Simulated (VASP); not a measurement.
# BP (F-43m) in VASP: notebook

Runs on BP. Level: PBE. Tasks: single point.

Everything below comes from runs of VASP 6.6.1. Logs are shortened: lines on timing, memory, paths and dates and some standing lists are left out, and cuts for length are marked.

## Step 1: The cell of the first run

The structure is cubic, space group F-43m (No. 216). The conventional cell has a = 4.538 Å, b = 4.538 Å, c = 4.538 Å, α = 90.00°, β = 90.00°, γ = 90.00°. B (site symmetry -43m) has 4 P at 1.97 Å within 2.6 Å. Within 2.6 Å of P (site symmetry -43m) lie 4 B at 1.97 Å.

## Step 2: Single point, PBE

INCAR reads:

```
SYSTEM = BP
  ALGO = Normal
  EDIFF = 1E-7
  ENCUT = 520
  GGA = PE
  ISIF = 2
  ISMEAR = -1
  LASPH = .True.
  LCHARG = .True.
  LELF = .True.
  LREAL = .False.
  LVHAR = .True.
  LWAVE = .False.
  NBANDS = 11
  NELM = 80
  PREC = Accurate
  SIGMA = 0.08
```

KPOINTS reads:

```
k-points
0
Gamma
  4 4 4
  0 0 0
```

POSCAR reads:

```
BP
1.0
    0.0000000000      2.2690000000      2.2690000000
    2.2690000000      0.0000000000      2.2690000000
    2.2690000000      2.2690000000      0.0000000000
B P
1 1
Direct
    0.0000000000      0.0000000000      0.0000000000
    0.7500000000      0.7500000000      0.7500000000
```

Potentials or basis: VASP PAW PBE potentials, release 64 (B, P).

On the command line:

```sh
cat potpaw_PBE.64/B/POTCAR potpaw_PBE.64/P/POTCAR > POTCAR
mpirun -np 1 vasp_std > vasp.out
```

OUTCAR:

```text
SYSTEM = BP
   EDIFF = 1E-7
   ENCUT = 520
   GGA = PE
   ISIF = 2
   ISMEAR = -1
   LASPH = .True.
   LREAL = .False.
   NELM = 80
   PREC = Accurate

 ion  position               nearest neighbor table
   1  0.000  0.000  0.000-   2 1.97   2 1.97   2 1.97   2 1.97
   2  0.750  0.750  0.750-   1 1.97   1 1.97   1 1.97   1 1.97

  LATTYP: Found a face centered cubic cell.
 ALAT       =     4.5380000000

  Lattice vectors:

 A1 = (   0.0000000000,   2.2690000000,   2.2690000000)
 A2 = (   2.2690000000,   0.0000000000,   2.2690000000)
 A3 = (   2.2690000000,   2.2690000000,   0.0000000000)

Analysis of symmetry for initial positions (statically):
=====================================================================
 Subroutine PRICEL returns:
 Original cell was already a primitive cell.

 Routine SETGRP: Setting up the symmetry group for a
 face centered cubic supercell.

 Subroutine GETGRP returns: Found 24 space group operations
 (whereof 24 operations were pure point group operations)
 out of a pool of 48 trial point group operations.

The static configuration has the point symmetry T_d .

Analysis of symmetry for dynamics (positions and initial velocities):
=====================================================================
 Subroutine PRICEL returns:
 Original cell was already a primitive cell.

 Routine SETGRP: Setting up the symmetry group for a
 face centered cubic supercell.

 Subroutine GETGRP returns: Found 24 space group operations
 (whereof 24 operations were pure point group operations)
 out of a pool of 48 trial point group operations.

The dynamic configuration has the point symmetry T_d .

 Subroutine INISYM returns: Found 24 space group operations
 (whereof 24 operations are pure point group operations),
 and found     1 'primitive' translations

----------------------------------------------------------------------------------------

                                     Primitive cell

  volume of cell :      23.3633

  direct lattice vectors                    reciprocal lattice vectors
     0.000000000  2.269000000  2.269000000    -0.220361393  0.220361393  0.220361393
     2.269000000  0.000000000  2.269000000     0.220361393 -0.220361393  0.220361393
     2.269000000  2.269000000  0.000000000     0.220361393  0.220361393 -0.220361393

  length of vectors
     3.208850573  3.208850573  3.208850573     0.381677128  0.381677128  0.381677128

  position of ions in fractional coordinates (direct lattice)
     0.000000000  0.000000000  0.000000000
     0.750000000  0.750000000  0.750000000

  ion indices of the primitive-cell ions
   primitive index   ion index
                 1           1
                 2           2

----------------------------------------------------------------------------------------

 KPOINTS: k-points

Automatic generation of k-mesh.
 Grid dimensions read from file:
 generate k-points for:    4    4    4

 Generating k-lattice:

  Cartesian coordinates                     Fractional coordinates (reciprocal lattice)
    -0.055090348  0.055090348  0.055090348     0.250000000  0.000000000  0.000000000
     0.055090348 -0.055090348  0.055090348     0.000000000  0.250000000  0.000000000
     0.055090348  0.055090348 -0.055090348     0.000000000  0.000000000  0.250000000

  Length of vectors
     0.095419282  0.095419282  0.095419282

  Shift w.r.t. Gamma in fractional coordinates (k-lattice)
     0.000000000  0.000000000  0.000000000

 Subroutine IBZKPT returns following result:
 ===========================================

 Found      8 irreducible k-points:

 Following reciprocal coordinates:
            Coordinates               Weight
  0.000000  0.000000  0.000000      1.000000
  0.250000  0.000000  0.000000      8.000000
  0.500000  0.000000  0.000000      4.000000
  0.250000  0.250000  0.000000      6.000000
  0.500000  0.250000  0.000000     24.000000
 -0.250000  0.250000  0.000000     12.000000
  0.500000  0.500000  0.000000      3.000000
 -0.250000  0.500000  0.250000      6.000000
   k-points           NKPTS =      8   k-points in BZ     NKDIM =      8   number of bands    NBANDS=     11
   number of dos      NEDOS =    301   number of ions     NIONS =      2
   total plane-waves  NPLWV =  13824
   dimension x,y,z NGX =    24 NGY =   24 NGZ =   24
   dimension x,y,z NGXF=    48 NGYF=   48 NGZF=   48
   ions per type =               1   1
   NGX,Y,Z   is equivalent  to a cutoff of  12.43, 12.43, 12.43 a.u.
   NGXF,Y,Z  is equivalent  to a cutoff of  24.87, 24.87, 24.87 a.u.
 SYSTEM =  BP
   PREC   = accura    normal or accurate (medium, high low for compatibility)
   ISTART =      0    job   : 0-new  1-cont  2-samecut
   ICHARG =      2    charge: 1-file 2-atom 10-const
   ISPIN  =      1    spin polarized calculation?
   LNONCOLLINEAR =      F non collinear calculations
   LSORBIT =      F    spin-orbit coupling
   LASPH  =      T    aspherical Exc in radial PAW
   ENCUT  =  520.0 eV  38.22 Ry    6.18 a.u.   5.97  5.97  5.97*2*pi/ulx,y,z
   NELM   =     80;   NELMIN=  2; NELMDL= -5     # of ELM steps
   EDIFF  = 0.1E-06   stopping-criterion for ELM
   LREAL  =      F    real-space projection
   EDIFFG = 0.1E-05   stopping-criterion for IOM
   NSW    =      0    number of steps for IOM
   IBRION =     -1    ionic relax: 0-MD 1-quasi-New 2-CG
   NFREE  =      0    steps in history (QN), initial steepest desc. (CG)
   ISIF   =      2    stress and relaxation
   ISYM   =      2    0-nonsym 1-usesym 2-fastsym
   POTIM  = 0.5000    time-step for ionic-motion
   TEBEG  =    0.0;   TEEND  =   0.0 temperature during run
   PSTRESS=    0.0 pullay stress
   NELECT =       8.0000    total number of electrons
   NUPDOWN=      -1.0000    fix difference up-down
   EMIN   =  10.00;   EMAX   =-10.00  energy-range for DOS
   EFERMI =   0.00;   METHOD = LEGACY
   ISMEAR =    -1;   SIGMA  =   0.08  broadening in eV -4-tet -1-fermi 0-gaus
   EFERMI_NEDOS =   21; number of points for ismear=-14 and -15
   IALGO  =     38    algorithm
   IMIX   =      4    mixing-type and parameters
     AMIX     =   0.40;   BMIX     =  1.00
     AMIX_MAG =   1.60;   BMIX_MAG =  1.00
  volume/ion in A,a.u.               =      11.68        78.83
  Fermi-wavevector in a.u.,A,eV,Ry     =   1.145320  2.164342 17.847562  1.311759
  Thomas-Fermi vector in A             =   2.282009
   LORBIT       =      0    0 simple, 1 ext, 2 COOP (PROOUT), +10 PAW based schemes
   GGA     = PE    functional components
   LHFCALC =     F    Hartree Fock is set to
   AEXX    =    0.0000 exact exchange contribution
   IVDW    =     0    specifies the selected vdW correction
   LEPSILON=     F    determine dielectric tensor
   LRPA    =     F    only Hartree local field effects (RPA)
 non-spin polarized calculation
  energy-cutoff  :      520.00
  volume of cell :       23.36
 maximum number of plane-waves:       637
   NGX = 11   NGY = 11   NGZ = 11

 number of electron       8.0000000 magnetization

 Free energy of the ion-electron system (eV)
  ---------------------------------------------------
  ext. energy  EPLUGINS =         0.00000000
  ---------------------------------------------------
  free energy    TOTEN  =       -12.75889108 eV

  energy without entropy =      -12.75885234  energy(sigma->0) =      -12.75887171

 E-fermi :   8.1287     XC(G=0): -10.8876

 val. band max:        7.4741385351   @ k =   0.0000   0.0000   0.0000
 cond. band min:       8.7849162802   @ k =   0.5000   0.5000   0.0000
 fundamental gap:      1.3107777451
 Fermi energy:         8.1286980120

 k-point     1 :       0.0000    0.0000    0.0000
  band No.  band energies     occupation
      1      -8.0004      2.00000
      2       7.4741      1.99944
      3       7.4741      1.99944
      4       7.4741      1.99944
      5      10.8565      0.00000
      6      10.8565      0.00000
      7      10.8565      0.00000
      8      14.8497      0.00000
      9      18.9758      0.00000
     10      19.5767      0.00000
     11      19.5767      0.00000

 k-point     2 :       0.2500    0.0000    0.0000
  band No.  band energies     occupation
      1      -6.8943      2.00000
      2       2.6181      2.00000
      3       6.3530      2.00000
      4       6.3530      2.00000
      5      11.4667      0.00000
      6      12.2209      0.00000
      7      12.2209      0.00000
      8      17.0816      0.00000
      9      18.4114      0.00000
     10      18.4114      0.00000
     11      20.5046      0.00000

 k-point     3 :       0.5000    0.0000    0.0000
  band No.  band energies     occupation
      1      -4.6737      2.00000
      2      -1.5736      2.00000
      3       5.7119      2.00000
      4       5.7119      2.00000
      5      11.2469      0.00000
      6      12.1665      0.00000
      7      12.1665      0.00000
      8      17.5867      0.00000
      9      22.0812      0.00000
     10      22.0812      0.00000
     11      22.3035      0.00000

 k-point     4 :       0.2500    0.2500    0.0000
  band No.  band energies     occupation
      1      -6.5180      2.00000
      2       3.7744      2.00000
      3       4.7323      2.00000
      4       4.7323      2.00000
      5       9.2701      0.00000
      6      12.4077      0.00000
      7      15.1915      0.00000
      8      15.1915      0.00000
      9      19.5855      0.00000
     10      21.1692      0.00000
     11      22.8701      0.00000

 k-point     5 :       0.5000    0.2500    0.0000
  band No.  band energies     occupation
      1      -4.2757      2.00000
      2      -0.2354      2.00000
      3       2.6865      2.00000
      4       4.2769      2.00000
      5       9.9869      0.00000
      6      13.8923      0.00000
      7      15.6114      0.00000
      8      15.8110      0.00000
      9      20.6438      0.00000
     10      22.2460      0.00000
     11      24.8408      0.00000

 k-point     6 :      -0.2500    0.2500    0.0000
  band No.  band energies     occupation
      1      -5.1749      2.00000
      2       0.9978      2.00000
      3       2.2207      2.00000
      4       5.5331      2.00000
      5      11.3172      0.00000
      6      13.8334      0.00000
      7      14.9892      0.00000
      8      16.2285      0.00000
      9      17.4338      0.00000
     10      20.1423      0.00000
     11      24.9888      0.00000

 k-point     7 :       0.5000    0.5000    0.0000
  band No.  band energies     occupation
      1      -3.1429      2.00000
      2      -1.1180      2.00000
      3       3.3493      2.00000
      4       3.3493      2.00000
      5       8.7849      0.00055
      6       9.1143      0.00001
      7      19.5930      0.00000
      8      19.5930      0.00000
      9      22.7133      0.00000
     10      24.2076      0.00000
     11      25.4530      0.00000

 k-point     8 :      -0.2500    0.5000    0.2500
  band No.  band energies     occupation
      1      -2.8680      2.00000
      2      -0.5897      2.00000
      3       1.7828      2.00000
      4       1.9900      2.00000
      5      12.8010      0.00000
      6      14.2267      0.00000
      7      14.7120      0.00000
      8      14.9150      0.00000
      9      20.3167      0.00000
     10      23.6982      0.00000
     11      23.8400      0.00000

------------------------ aborting loop because EDIFF is reached ----------------------------------------

  FORCE on cell =-STRESS in cart. coord.  units (eV):
  Direction    XX          YY          ZZ          XY          YZ          ZX
  --------------------------------------------------------------------------------------
  -------------------------------------------------------------------------------------
  Total        0.2926585      0.2926585      0.2926585      0.0000000      0.0000000      0.0000000
  in kB       20.0695770     20.0695770     20.0695770      0.0000000      0.0000000      0.0000000
  external PRESSURE =      20.0695770 kB  Pullay stress =       0.0000000 kB

 VOLUME and BASIS-vectors are now :
 -----------------------------------------------------------------------------
  energy-cutoff  :      520.00
  volume of cell :       23.36
      direct lattice vectors                 reciprocal lattice vectors
     0.000000000  2.269000000  2.269000000    -0.220361393  0.220361393  0.220361393
     2.269000000  0.000000000  2.269000000     0.220361393 -0.220361393  0.220361393
     2.269000000  2.269000000  0.000000000     0.220361393  0.220361393 -0.220361393

 POSITION                                       TOTAL-FORCE (eV/Angst)
 -----------------------------------------------------------------------------------
      0.00000      0.00000      0.00000         0.000000      0.000000      0.000000
      3.40350      3.40350      3.40350        -0.000000     -0.000000     -0.000000
 -----------------------------------------------------------------------------------
    total drift:                               -0.000000     -0.000000     -0.000000

  FREE ENERGIE OF THE ION-ELECTRON SYSTEM (eV)
  ---------------------------------------------------
  free  energy   TOTEN  =       -12.7588910808 eV

  energy  without entropy=      -12.7588523361  energy(sigma->0) =      -12.75887171
```

It took 3.4 s on 1 thread of Intel Xeon 8259CL, shared host; peak memory 0.13 GiB.

What came out:

```
Free energy            : -12.7589 eV
Pressure               : 2.0 GPa
Band gap on the k mesh : 1.31 eV, indirect (least direct gap 3.38 eV)
```

Levels at points of the mesh, in eV from the valence-band top:
```
           k point  band 1  band 2  band 3  band 4  band 5  band 6  band 7  band 8  band 9
(0.00, 0.00, 0.00)  -15.47    0.00    0.00    0.00    3.38    3.38    3.38    7.38   11.50
(0.50, 0.00, 0.00)  -12.15   -9.05   -1.76   -1.76    3.77    4.69    4.69   10.11   14.61
(0.50, 0.50, 0.00)  -10.62   -8.59   -4.12   -4.12    1.31    1.64   12.12   12.12   15.24
```

Caveat: the k points lie up to 0.60 Å⁻¹ apart. A k mesh can miss the band edges.

## Step 3: Single point, PBE

INCAR reads:

```
PREC = Accurate ; ENCUT = 520
EDIFF = 1E-6 ; ISMEAR = -1
SIGMA = 0.08 ; LREAL = F
LASPH = T ; NELM = 60
ALGO = Normal ; ISIF = 2
LWAVE = F ; LCHARG = T
GGA = PE ; LELF = T
LVHAR = T ; NBANDS = 11
```

KPOINTS reads:

```
regular mesh
0
Gamma
  6 6 6
```

POSCAR is that of step 2.

Potentials or basis: VASP PAW PBE potentials, release 64 (B, P).

On the command line:

```sh
cat potpaw_PBE.64/B/POTCAR potpaw_PBE.64/P/POTCAR > POTCAR
mpirun -np 1 vasp_std > vasp.out
```

It took 3.7 s on 1 thread of Intel Xeon 8259CL, shared host; peak memory 0.13 GiB.

The run converged. Its results:

```yaml
Free_energy: -12.9133 eV
Pressure: 1.0 GPa
Band_gap_on_the_k_mesh: 1.33 eV, indirect (least direct gap 3.40 eV)
```

Levels at points of the mesh, in eV from the valence-band top:
```csv
k point,band 2,band 3,band 4,band 5,band 6,band 7
"(0.00, 0.00, 0.00)",0.00,0.00,0.00,3.40,3.40,3.40
"(0.50, 0.00, 0.00)",-9.04,-1.76,-1.76,3.78,4.71,4.71
"(0.50, 0.50, 0.00)",-8.58,-4.12,-4.12,1.33,1.66,12.12
```
